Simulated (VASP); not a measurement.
Crystal: CdTe.

```
Cd Te
1.0
     3.76108    0.00000    0.00000
     0.00000    3.76108    0.00000
     0.00000    0.00000    3.76108
Cd Te
1 1
Direct
  0.00000 0.00000 0.00000
  0.50000 0.50000 0.50000
```

Base run:

* Program: VASP 6.6.1
* Functional: r2SCAN
* Potentials or basis: VASP PAW PBE potentials, release 64 (Cd, Te)
* Cutoff: 520 eV
* k mesh: 6 × 6 × 6
* Occupations: fermi-dirac, width 0.02 eV
* Spin: no spin polarisation

Its results: band gap on the k mesh zero (bands 9 and 10 overlap by 1.11 eV); pressure 0.2 GPa.

Question: The run is repeated on the same cell with these changes: functional from r2SCAN to PBE-based screened hybrid with 5 % exact exchange; k mesh from 6 × 6 × 6 to 4 × 4 × 4. What comes out?

Answer: Band gap on the k mesh zero (bands 9 and 10 overlap by 1.52 eV); pressure 1.6 GPa.

Several settings changed at once.

Caveats: some runs use coarse meshes; the PAW data sets were made with another functional, which shifts forces and pressure a little; spin-orbit coupling is left out, which moves the levels of the heavy elements.
